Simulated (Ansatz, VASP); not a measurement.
HfN in VASP and in Ansatz

```xyz
2
Lattice="0.0000 2.2560 2.2560 2.2560 0.0000 2.2560 2.2560 2.2560 0.0000" Properties=species:S:1:pos:R:3 pbc="T T T"
Hf    0.0000    0.0000    0.0000
N     2.2560    2.2560    2.2560
```

Alike in both runs: task single point; functional revPBE; dispersion D3(BJ); k mesh 10 × 10 × 10; no spin polarisation; Hubbard terms Hf d U = 4.0 eV.

|  | VASP | Ansatz |
| --- | --- | --- |
| version | VASP 6.6.1 | Ansatz 0.2.0 |
| potentials or method | VASP PAW PBE potentials, release 64 (Hf_pv, N) | SPMS NC |
| plane-wave cutoff (eV) | 600 | 1034 |
| occupations | methfessel-paxton of order 1, width 0.01 eV | cold, width 0.01 eV |
| valence electrons in the cell | 15 | 17 |

```tsv
	VASP	Ansatz	Ansatz less VASP
gap on the k mesh at the Fermi level (eV)	none	none	-
pressure (GPa)	13.0	4.0	-8.98
```

VASP's potentials were made for PBE, not for revPBE. The programs project onto different local orbitals, so the same U acts differently, and such runs can settle in different states. A gap of «none» marks a metal or a gap that the smearing closes. VASP's potentials hold 15 valence electrons a cell and Ansatz's 17, so a difference there can come from the potentials and not from the codes.

Neither program's run includes spin-orbit coupling. Noted on Ansatz's run: the potentials were made for another functional, which shifts forces and pressure.
